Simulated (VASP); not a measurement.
# Mo (Im-3m) in VASP: a series of runs

Mo is run at these levels: LDA; tasks: single point, relaxation of cell and atoms.

Program: VASP 6.6.1. These are calculated values, not measurements. Logs are shortened: lines on timing, memory, paths and dates and some standing lists are left out, and cuts for length are marked.

### Step 1. The cell of the first run

The structure is cubic, space group Im-3m (No. 229). Conventional cell: a = 2.864 Å, b = 2.864 Å, c = 2.864 Å, α = 90.00°, β = 90.00°, γ = 90.00°. Within 3.3 Å of Mo (site symmetry m-3m) lie 14 Mo at 2.48 to 2.86 Å.

### Step 2. Single point, LDA

Contents of INCAR:

```
SYSTEM = Mo
PREC     = Accurate       ! precision mode
ENCUT    = 520            ! plane-wave cutoff, eV
EDIFF    = 1E-7           ! SCF threshold, eV
ISMEAR   = -1             ! smearing method
SIGMA    = 0.05           ! smearing width, eV
LREAL    = .FALSE.        ! projectors in reciprocal space
LASPH    = .TRUE.         ! aspherical terms in the spheres
NELM     = 80             ! most SCF steps
ALGO     = Normal         ! electronic algorithm
ISIF     = 2              ! what is computed and relaxed
LWAVE    = .FALSE.        ! write WAVECAR
LCHARG   = .TRUE.         ! write CHGCAR
LELF     = .TRUE.         ! ELF
LVHAR    = .TRUE.       
NBANDS   = 13             ! bands
```

Contents of KPOINTS:

```
Automatic mesh
0
G
  19 19 19
  0 0 0
```

Contents of POSCAR:

```
Mo
1.0
   -1.4322269388      1.4322269388      1.4322269388
    1.4322269388     -1.4322269388      1.4322269388
    1.4322269388      1.4322269388     -1.4322269388
Mo
1
Direct
    0.0000000000      0.0000000000      0.0000000000
```

Potentials or basis: VASP PAW LDA potentials, release 64 (Mo_sv).

Command:

```bash
> cat potpaw_LDA.64/Mo_sv/POTCAR > POTCAR
> mpirun -np 1 vasp_std > vasp.out
```

OUTCAR:

```text
SYSTEM = Mo
   PREC = Accurate
   ENCUT = 520
   EDIFF = 1E-7
   ISMEAR = -1
   LREAL = .FALSE.
   LASPH = .TRUE.
   NELM = 80
   ISIF = 2

 ion  position               nearest neighbor table
   1  0.000  0.000  0.000-

  LATTYP: Found a body centered cubic cell.
 ALAT       =     2.8644538776

  Lattice vectors:

 A1 = (  -1.4322269388,   1.4322269388,   1.4322269388)
 A2 = (   1.4322269388,  -1.4322269388,   1.4322269388)
 A3 = (   1.4322269388,   1.4322269388,  -1.4322269388)

Analysis of symmetry for initial positions (statically):
=====================================================================
 Subroutine PRICEL returns:
 Original cell was already a primitive cell.

 Routine SETGRP: Setting up the symmetry group for a
 body centered cubic supercell.

 Subroutine GETGRP returns: Found 48 space group operations
 (whereof 48 operations were pure point group operations)
 out of a pool of 48 trial point group operations.

The static configuration has the point symmetry O_h .

Analysis of symmetry for dynamics (positions and initial velocities):
=====================================================================
 Subroutine PRICEL returns:
 Original cell was already a primitive cell.

 Routine SETGRP: Setting up the symmetry group for a
 body centered cubic supercell.

 Subroutine GETGRP returns: Found 48 space group operations
 (whereof 48 operations were pure point group operations)
 out of a pool of 48 trial point group operations.

The dynamic configuration has the point symmetry O_h .

 Subroutine INISYM returns: Found 48 space group operations
 (whereof 48 operations are pure point group operations),
 and found     1 'primitive' translations

----------------------------------------------------------------------------------------

                                     Primitive cell

  volume of cell :      11.7516

  direct lattice vectors                    reciprocal lattice vectors
    -1.432226939  1.432226939  1.432226939     0.000000000  0.349106686  0.349106686
     1.432226939 -1.432226939  1.432226939     0.349106686  0.000000000  0.349106686
     1.432226939  1.432226939 -1.432226939     0.349106686  0.349106686  0.000000000

  length of vectors
     2.480689826  2.480689826  2.480689826     0.493711410  0.493711410  0.493711410

  position of ions in fractional coordinates (direct lattice)
     0.000000000  0.000000000  0.000000000

  ion indices of the primitive-cell ions
   primitive index   ion index
[... 73 lines left out ...]
   EDIFF  = 0.1E-06   stopping-criterion for ELM
   LREAL  =      F    real-space projection
   EDIFFG = 0.1E-05   stopping-criterion for IOM
   NSW    =      0    number of steps for IOM
   IBRION =     -1    ionic relax: 0-MD 1-quasi-New 2-CG
   NFREE  =      0    steps in history (QN), initial steepest desc. (CG)
   ISIF   =      2    stress and relaxation
   ISYM   =      2    0-nonsym 1-usesym 2-fastsym
   POTIM  = 0.5000    time-step for ionic-motion
   TEBEG  =    0.0;   TEEND  =   0.0 temperature during run
   PSTRESS=    0.0 pullay stress
   NELECT =      14.0000    total number of electrons
   NUPDOWN=      -1.0000    fix difference up-down
   EMIN   =  10.00;   EMAX   =-10.00  energy-range for DOS
   EFERMI =   0.00;   METHOD = LEGACY
   ISMEAR =    -1;   SIGMA  =   0.05  broadening in eV -4-tet -1-fermi 0-gaus
   EFERMI_NEDOS =   21; number of points for ismear=-14 and -15
   IALGO  =     38    algorithm
   IMIX   =      4    mixing-type and parameters
     AMIX     =   0.40;   BMIX     =  1.00
     AMIX_MAG =   1.60;   BMIX_MAG =  1.00
  volume/ion in A,a.u.               =      11.75        79.30
  Fermi-wavevector in a.u.,A,eV,Ry     =   1.735478  3.279577 40.979148  3.011882
  Thomas-Fermi vector in A             =   2.809075
   LORBIT       =      0    0 simple, 1 ext, 2 COOP (PROOUT), +10 PAW based schemes
   GGA     = CA    functional components
   LHFCALC =     F    Hartree Fock is set to
   AEXX    =    0.0000 exact exchange contribution
   IVDW    =     0    specifies the selected vdW correction
   LEPSILON=     F    determine dielectric tensor
   LRPA    =     F    only Hartree local field effects (RPA)
 non-spin polarized calculation
  energy-cutoff  :      520.00
  volume of cell :       11.75
 maximum number of plane-waves:       329
   NGX =  9   NGY =  9   NGZ =  9

 number of electron      14.0000006 magnetization

 Free energy of the ion-electron system (eV)
  ---------------------------------------------------
  ext. energy  EPLUGINS =         0.00000000
  ---------------------------------------------------
  free energy    TOTEN  =       -11.08410285 eV

  energy without entropy =      -11.07678893  energy(sigma->0) =      -11.08044589

 E-fermi :  17.7561     XC(G=0): -15.2647

 val. band max:       17.7378470706   @ k =  -0.4737   0.4737   0.2105
 cond. band min:      17.7600505285   @ k =  -0.3158   0.3684   0.2105
 fundamental gap:      0.0222034579
 Fermi energy:        17.7561073322

 k-point     1 :       0.0000    0.0000    0.0000
  band No.  band energies     occupation
      1     -43.6416      2.00000
      2     -15.9878      2.00000
      3     -15.9878      2.00000
      4     -15.9878      2.00000
      5       9.8693      2.00000
      6      15.5830      2.00000
      7      15.5830      2.00000
      8      15.5830      2.00000
      9      19.7927      0.00000
     10      19.7927      0.00000
     11      32.6862      0.00000
     12      32.6862      0.00000
     13      32.6862      0.00000
[... 354 lines left out ...]
  band No.  band energies     occupation
      1     -42.9428      2.00000
      2     -18.7600      2.00000
      3     -16.9458      2.00000
      4     -16.1672      2.00000
      5      11.3817      2.00000
      6      13.1401      2.00000
      7      17.3379      1.99953
      8      19.5744      0.00000
      9      21.0951      0.00000
     10      23.7074      0.00000
     11      32.1980      0.00000
     12      35.5712      0.00000
     13      40.8412      0.00000

 [... further k-points ...]
[... 5 lines left out ...]
  --------------------------------------------------------------------------------------
  -------------------------------------------------------------------------------------
  Total        9.0113463      9.0113463      9.0113463      0.0000000     -0.0000000      0.0000000
  in kB     1228.5837146   1228.5837146   1228.5837146      0.0000000     -0.0000000      0.0000000
  external PRESSURE =    1228.5837146 kB  Pullay stress =       0.0000000 kB

 VOLUME and BASIS-vectors are now :
 -----------------------------------------------------------------------------
  energy-cutoff  :      520.00
  volume of cell :       11.75
      direct lattice vectors                 reciprocal lattice vectors
    -1.432226939  1.432226939  1.432226939     0.000000000  0.349106686  0.349106686
     1.432226939 -1.432226939  1.432226939     0.349106686  0.000000000  0.349106686
     1.432226939  1.432226939 -1.432226939     0.349106686  0.349106686  0.000000000

 POSITION                                       TOTAL-FORCE (eV/Angst)
 -----------------------------------------------------------------------------------
      0.00000      0.00000      0.00000        -0.000000     -0.000000     -0.000000
 -----------------------------------------------------------------------------------
    total drift:                                0.000000     -0.000000      0.000000

  FREE ENERGIE OF THE ION-ELECTRON SYSTEM (eV)
  ---------------------------------------------------
  free  energy   TOTEN  =       -11.0841028531 eV

  energy  without entropy=      -11.0767889328  energy(sigma->0) =      -11.08044589
```

stdout:

```text
POSCAR found type information on POSCAR Mo
 POSCAR found :  1 types and       1 ions
 scaLAPACK will be used
 LDA part: xc-table for (Slater(with rela. corr.)+CA(PZ))
 , standard interpolation
 POSCAR, INCAR and KPOINTS ok, starting setup
 FFT: planning ... GRIDC
 FFT: planning ... GRID_SOFT
 FFT: planning ... GRID
 WAVECAR not read
 entering main loop
```

Run time: 46 s. Hardware: 1 thread of AMD EPYC 7R13, shared host; peak memory 0.11 GiB.

Results:

- Free energy: -11.0841 eV
- Pressure: 122.9 GPa
- Band gap on the k mesh: zero (band 7 reaches 23.26 eV, above the bottom of band 8 at 15.58 eV)

### Step 3. Single point, LDA

Contents of INCAR:

```
SYSTEM = Mo
  ALGO = Normal
  EDIFF = 1E-6
  ENCUT = 520
  ISIF = 2
  ISMEAR = -1
  LASPH = .TRUE.
  LCHARG = .TRUE.
  LELF = .TRUE.
  LREAL = .FALSE.
  LVHAR = .TRUE.
  LWAVE = .FALSE.
  NBANDS = 13
  NELM = 60
  PREC = Accurate
  SIGMA = 0.05
```

Contents of KPOINTS:

```
k-points
0
G
  19 19 19
  0 0 0
```

Contents of POSCAR:

```
Mo
1.0
   -1.4323273287      1.4323273287      1.4323273287
    1.4323273287     -1.4323273287      1.4323273287
    1.4323273287      1.4323273287     -1.4323273287
Mo
1
Direct
    0.0000000000      0.0000000000      0.0000000000
```

Potentials or basis: VASP PAW LDA potentials, release 64 (Mo_sv).

Command:

```bash
> cat potpaw_LDA.64/Mo_sv/POTCAR > POTCAR
> mpirun -np 1 vasp_std > vasp.out
```

Run time: 46 s. Hardware: 1 thread of AMD EPYC 7R13, shared host; peak memory 0.11 GiB.

The run converged. Its results:

- Free energy: -11.0860 eV
- Pressure: 122.7 GPa
- Band gap on the k mesh: zero (band 7 reaches 23.26 eV, above the bottom of band 8 at 15.58 eV)

Levels at points of the mesh, in eV from the Fermi level:
```tsv
k point	band 3	band 4	band 5	band 6	band 7	band 8	band 9	band 10	band 11	band 12
(0.00, 0.00, 0.00)	-33.74	-33.74	-7.89	-2.17	-2.17	-2.17	2.04	2.04	14.93	14.93
```

### Step 4. Relaxation of cell and atoms, LDA, target pressure 120 GPa, at which the enthalpy is minimised

Contents of INCAR:

```
  PREC = Accurate
  ENCUT = 600
  EDIFF = 1E-6
  ISMEAR = -1
  SIGMA = 0.05
  LREAL = False
  LASPH = True
  NELM = 60
  ALGO = Normal
  ISIF = 3
  LWAVE = False
  LCHARG = False
  IBRION = 2
  NSW = 60
  EDIFFG = -0.005
  PSTRESS = 1200.0
```

Contents of KPOINTS:

```
Automatic mesh
0
Gamma
  19 19 19
```

Contents of POSCAR:

```
Mo
1.0
   -1.4325050108      1.4325050108      1.4325050108
    1.4325050108     -1.4325050108      1.4325050108
    1.4325050108      1.4325050108     -1.4325050108
Mo
1
Direct
    0.0000000000      0.0000000000      0.0000000000
```

Potentials or basis: VASP PAW LDA potentials, release 64 (Mo_sv).

Command:

```bash
> cat potpaw_LDA.64/Mo_sv/POTCAR > POTCAR
> mpirun -np 1 vasp_std > vasp.out
```

OUTCAR:

```text
PREC = Accurate
   ENCUT = 600
   EDIFF = 1E-6
   ISMEAR = -1
   LREAL = False
   LASPH = True
   NELM = 60
   ISIF = 3
   IBRION = 2
   NSW = 60
   EDIFFG = -0.005
   PSTRESS = 1200.0

 ion  position               nearest neighbor table
   1  0.000  0.000  0.000-

  LATTYP: Found a body centered cubic cell.
 ALAT       =     2.8650100216

  Lattice vectors:

 A1 = (  -1.4325050108,   1.4325050108,   1.4325050108)
 A2 = (   1.4325050108,  -1.4325050108,   1.4325050108)
 A3 = (   1.4325050108,   1.4325050108,  -1.4325050108)

Analysis of symmetry for initial positions (statically):
=====================================================================
 Subroutine PRICEL returns:
 Original cell was already a primitive cell.

 Routine SETGRP: Setting up the symmetry group for a
 body centered cubic supercell.

 Subroutine GETGRP returns: Found 48 space group operations
 (whereof 48 operations were pure point group operations)
 out of a pool of 48 trial point group operations.

The static configuration has the point symmetry O_h .

Analysis of symmetry for dynamics (positions and initial velocities):
=====================================================================
[... 164 lines left out ...]
  Total        8.9834997      8.9834997      8.9834997      0.0000000      0.0000000      0.0000000
  in kB     1224.0740751   1224.0740751   1224.0740751      0.0000000      0.0000000      0.0000000
  external PRESSURE =      24.0740751 kB  Pullay stress =    1200.0000000 kB
[... 61 lines left out ...]
--------------------------------------- Ionic step        3  -------------------------------------------

 number of electron      14.0000003 magnetization

 Free energy of the ion-electron system (eV)
  ---------------------------------------------------
  ext. energy  EPLUGINS =         0.00000000
  ---------------------------------------------------
  free energy    TOTEN  =       -11.12012728 eV

  energy without entropy =      -11.11287831  energy(sigma->0) =      -11.11650280

 E-fermi :  17.6718     XC(G=0): -15.2403

 val. band max:       17.6574442235   @ k =  -0.4737   0.4737   0.2105
 cond. band min:      17.6776637517   @ k =  -0.3158   0.3684   0.2105
 fundamental gap:      0.0202195283
 Fermi energy:        17.6718117745

 k-point     1 :       0.0000    0.0000    0.0000
  band No.  band energies     occupation
      1     -43.7125      2.00000
      2     -16.0824      2.00000
      3     -16.0824      2.00000
      4     -16.0824      2.00000
      5       9.7886      2.00000
      6      15.5131      2.00000
      7      15.5131      2.00000
      8      15.5131      2.00000
      9      19.7039      0.00000
     10      19.7039      0.00000
     11      32.6049      0.00000
[... 309 lines left out ...]
 k-point    24 :       0.3158    0.1053   -0.0000
  band No.  band energies     occupation
      1     -43.0238      2.00000
      2     -18.8236      2.00000
      3     -17.0297      2.00000
      4     -16.2593      2.00000
      5      11.3239      2.00000
      6      13.0822      2.00000
      7      17.2441      1.99961
      8      19.4828      0.00000
      9      20.9951      0.00000
     10      23.5916      0.00000
     11      32.0993      0.00000

 [... further k-points ...]
[... 5 lines left out ...]
  --------------------------------------------------------------------------------------
  -------------------------------------------------------------------------------------
  Total        8.8348049      8.8348049      8.8348049     -0.0000000     -0.0000000      0.0000000
  in kB     1199.6626552   1199.6626552   1199.6626552     -0.0000000     -0.0000000      0.0000000
  external PRESSURE =      -0.3373448 kB  Pullay stress =    1200.0000000 kB
[... 20 lines left out ...]
  energy  without entropy=      -11.1128783081  energy(sigma->0) =      -11.11650280

  enthalpy is  TOTEN    =        -2.2828380518 eV   P V=        8.8372892302

 reached required accuracy - stopping structural energy minimisation
```

OSZICAR:

```text
N       E                     dE             d eps       ncg     rms          rms(c)
DAV:   1     0.109744207650E+03    0.10974E+03   -0.89161E+03  4872   0.150E+03
DAV:   2    -0.100947140440E+02   -0.11984E+03   -0.11547E+03  5050   0.392E+02
DAV:   3    -0.115804016215E+02   -0.14857E+01   -0.14720E+01  5559   0.451E+01
[... 20 lines left out ...]
DAV:   2    -0.111260577199E+02    0.68971E-01   -0.13170E-01  4909   0.519E+00    0.873E-01
DAV:   3    -0.111192603886E+02    0.67973E-02   -0.26472E-02  5079   0.224E+00    0.747E-01
DAV:   4    -0.111201218409E+02   -0.86145E-03   -0.61407E-04  5197   0.301E-01    0.464E-02
DAV:   5    -0.111201282025E+02   -0.63616E-05   -0.54250E-05  5349   0.993E-02    0.760E-03
DAV:   6    -0.111201272820E+02    0.92053E-06   -0.83429E-07  2971   0.123E-02
   3 F= -.22828381E+01 E0= -.22792136E+01  d E =-.307117E-03
```

Run time: 1.7 min. Hardware: 1 thread of AMD EPYC 7R13, shared host; peak memory 0.12 GiB.

Results:

```
Free energy                                            : -11.1201 eV
Relaxed volume                                         : 11.80 Å³/atom
Relaxed cell                                           : a = 2.484 Å, b = 2.484 Å, c = 2.484 Å, α = 109.47°, β = 109.47°, γ = 109.47°
Space group after relaxing (to 0.05 Å)                 : Im-3m (No. 229)
Energy change on relaxing (the enthalpy is what falls) : -30.8 meV/atom
Ionic steps                                            : 3
Pressure after relaxing                                : 120.0 GPa
Band gap on the k mesh                                 : zero (band 7 reaches 23.15 eV, above the bottom of band 8 at 15.51 eV)
```

Step by step:
| step | energy change (eV) | largest force (eV/Å) | pressure (GPa) | volume (Å³) |
| --- | --- | --- | --- | --- |
| 1 | 0.0000 | 0.0000 | 122.41 | 11.76 |
| 2 | -0.2149 | 0.0000 | 104.92 | 12.06 |
| 3 | -0.0308 | 0.0000 | 119.97 | 11.80 |

Final structure:
```xyz
1
Lattice="-1.4342 1.4342 1.4342 1.4342 -1.4342 1.4342 1.4342 1.4342 -1.4342" Properties=species:S:1:pos:R:3 pbc="T T T"
Mo    0.0000    0.0000    0.0000
```

Caveat: the cell is relaxed towards a set pressure, so the enthalpy falls and the energy may rise.

### Step 5. Relaxation of cell and atoms, LDA, target pressure 120 GPa, at which the enthalpy is minimised

Contents of INCAR:

```
PREC = Accurate ; ENCUT = 600
EDIFF = 1E-7 ; ISMEAR = -1
SIGMA = 0.05 ; LREAL = False
LASPH = True ; NELM = 60
ALGO = Normal ; ISIF = 3
LWAVE = False ; LCHARG = False
GGA = CA ; IBRION = 2
NSW = 32 ; EDIFFG = -0.005
PSTRESS = 1200.0
```

Contents of KPOINTS:

```
regular mesh
0
Gamma
  19 19 19
```

Contents of POSCAR:

```
Mo
1.0
   -1.4322269388      1.4322269388      1.4322269388
    1.4322269388     -1.4322269388      1.4322269388
    1.4322269388      1.4322269388     -1.4322269388
Mo
1
Direct
    0.0000000000      0.0000000000      0.0000000000
```

Command:

```bash
> cat potpaw_LDA.64/Mo_sv/POTCAR > POTCAR
> mpirun -np 1 vasp_std > vasp.out
```

Run time: 1.8 min. Hardware: 1 thread of AMD EPYC 7R13, shared host; peak memory 0.12 GiB.

Results (log left out):

| Quantity | Value |
| --- | --- |
| Free energy | -11.1203 eV |
| Relaxed volume | 11.80 Å³/atom |
| Relaxed cell | a = 2.484 Å, b = 2.484 Å, c = 2.484 Å, α = 109.47°, β = 109.47°, γ = 109.47° |
| Space group after relaxing (to 0.05 Å) | Im-3m (No. 229) |
| Energy change on relaxing (the enthalpy is what falls) | -36.2 meV/atom |
| Ionic steps | 3 |
| Pressure after relaxing | 120.0 GPa |
| Band gap on the k mesh | zero (band 7 reaches 23.15 eV, above the bottom of band 8 at 15.51 eV) |

Step by step:
```csv
step,energy change (eV),largest force (eV/Å),pressure (GPa),volume (Å³)
1,0.0000,0.0000,122.82,11.75
2,-0.2497,0.0000,102.42,12.11
3,-0.0362,0.0000,119.98,11.80
```

Final structure:
```cif
data_structure
_symmetry_space_group_name_H-M 'P 1'
_symmetry_Int_Tables_number 1
_cell_length_a 2.4840
_cell_length_b 2.4840
_cell_length_c 2.4840
_cell_angle_alpha 109.471
_cell_angle_beta 109.471
_cell_angle_gamma 109.471
_cell_volume 11.80
loop_
_atom_site_label
_atom_site_type_symbol
_atom_site_fract_x
_atom_site_fract_y
_atom_site_fract_z
_atom_site_occupancy
Mo1 Mo 0.00000 0.00000 0.00000 1
```

Levels at points of the mesh, in eV from the Fermi level:
```tsv
k point	band 5	band 6	band 7	band 8	band 9	band 10
(0.00, 0.00, 0.00)	-7.88	-2.16	-2.16	-2.16	2.03	2.03
```

Caveat: the cell is relaxed towards a set pressure, so the enthalpy falls and the energy may rise.
